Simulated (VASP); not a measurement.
Wanted: the native input for a VASP 6.6.1 run.

| Quantity | Value |
| --- | --- |
| Task | single point |
| Functional | PBEsol |
| Potentials or basis | VASP PAW PBE potentials, release 64 (W_sv) |
| Cutoff | 520 eV |
| k mesh | 24 × 24 × 24 |
| Occupations | gaussian, width 0.15 eV |
| Spin | no spin polarisation |
| Dipole correction | no |
| Further INCAR settings | ALGO = Fast; EDIFF = 1e-07; NBANDS = 13 |

The structure of W lies in POSCAR:

```
W
1.0
   -1.4231041611      1.4231041611      2.0122692838
    1.4231041611     -1.4231041611      2.0122692838
    1.4231041611      1.4231041611     -2.0122692838
W
1
Direct
    0.0000000000      0.0000000000      0.0000000000
```

This isn't the form of W at room conditions, which is bcc.

This cell differs from its parent crystal: ratio of the length along z to the lengths across it x 1.414, volume and fractional coordinates fixed.

The input as run:

INCAR

```
SYSTEM = W
PREC = Accurate ; ENCUT = 520
EDIFF = 1E-7 ; ISMEAR = 0
SIGMA = 0.15 ; LREAL = .False.
LASPH = .True. ; NELM = 60
ALGO = Fast ; ISIF = 2
LWAVE = .False. ; LCHARG = .False.
GGA = PS ; NBANDS = 13
```

KPOINTS

```
regular mesh
0
Gamma
  24 24 24
  0 0 0
```

Potentials or basis: VASP PAW PBE potentials, release 64 (W_sv).

Run with:

```bash
$ cat potpaw_PBE.64/W_sv/POTCAR > POTCAR
$ mpirun -np 1 vasp_std > vasp.out
```

Results of the run:

```json
{"Pressure": "-5.2 GPa", "Band gap on the k mesh": "zero (bands 7 and 8 overlap by 3.68 eV)"}
```

Caveat: the cell stands under tension; the PAW data sets were made with another functional, which shifts forces and pressure a little; spin-orbit coupling is left out, which moves the levels of the heavy elements.

It took 5.1 min on 1 thread of AMD EPYC 7R43 64-Core Processor (Zen 3) (shared host), peak memory 0.29 GiB.
